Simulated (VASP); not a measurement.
Input of a VASP 6.6.1 run:

The input INCAR:

```
SYSTEM = HgTe
ALGO = Normal
EDIFF = 1E-7
ENCUT = 520
GGA = PS
ISIF = 2
ISMEAR = 0
LASPH = .True.
LCHARG = .False.
LREAL = .False.
LWAVE = .False.
NBANDS = 26
NELM = 100
PREC = Accurate
SIGMA = 0.15
```

File KPOINTS:

```
k-points
0
Gamma
  12 12 8
  0 0 0
```

File POSCAR:

```
HgTe
1.0
    2.8495681095     -2.8501285181      0.0000000000
    2.8495681095      2.8501285181      0.0000000000
    0.0000000000      0.0000000000      6.3091036484
Hg Te
2 2
Direct
    0.2498182349      0.7501817651      0.7500000000
    0.7501817651      0.2498182349      0.2500000000
    0.7498667075      0.2501332925      0.7500000000
    0.2501332925      0.7498667075      0.2500000000
```

Potentials or basis: VASP PAW PBE potentials, release 64 (Hg, Te).

Command:

```console
$ cat potpaw_PBE.64/Hg/POTCAR potpaw_PBE.64/Te/POTCAR > POTCAR
$ mpirun -np 1 vasp_std > vasp.out
```

Task: Estimate the pressure.

Result: 5.6 GPa.

Task: Estimate the band gap on the k mesh.

Result: Zero (bands 18 and 19 overlap by 3.11 eV).

Stress tensor (GPa, compression positive):
```
7.95 0.00 0.00
0.00 7.91 0.00
0.00 0.00 0.95
```

Caveat: the cell differs from its parent crystal (strain -0.050 along x and y, +0.050 along z); the stress differs along the axes, from 1 to 8 GPa; the PAW data sets were made with another functional, which shifts forces and pressure a little; spin-orbit coupling is left out, which moves the levels of the heavy elements.
